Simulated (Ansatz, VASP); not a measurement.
# One calculation of Co, two programs

```xyz
2
Lattice="2.4720 0.0000 0.0000 -1.2360 2.1408 0.0000 0.0000 0.0000 4.0211" Properties=species:S:1:pos:R:3 pbc="T T T"
Co    1.2360    0.7136    3.0159
Co    0.0000    1.4272    1.0053
```

Alike in both runs: task single point; functional PBE; k mesh 12 × 12 × 7; occupations gaussian, width 0.02 eV; collinear spin.

|  | VASP | Ansatz |
| --- | --- | --- |
| version | VASP 6.6.1 | Ansatz 0.2.0 |
| potentials or method | VASP PAW PBE potentials, release 64 (Co), cutoff 520 eV | all-electron LAPW, scalar-relativistic |

```csv
,VASP,Ansatz,Ansatz less VASP
gap on the k mesh at the Fermi level (eV),none,none,-
pressure (GPa),3.9,4.6,+0.68
"traceless stress, the component that is largest in VASP (GPa)",-2.18,-2.26,-0.089
net moment per atom (μB),1.60,1.61,+0.004
size of the moment on the site where the two differ most (μB),1.62,1.66,+0.041
```

Site moments also hang on the region over which each program counts them. A gap of «none» marks a metal or a gap that the smearing closes. Ansatz ran all-electron here, and VASP with PAW potentials.
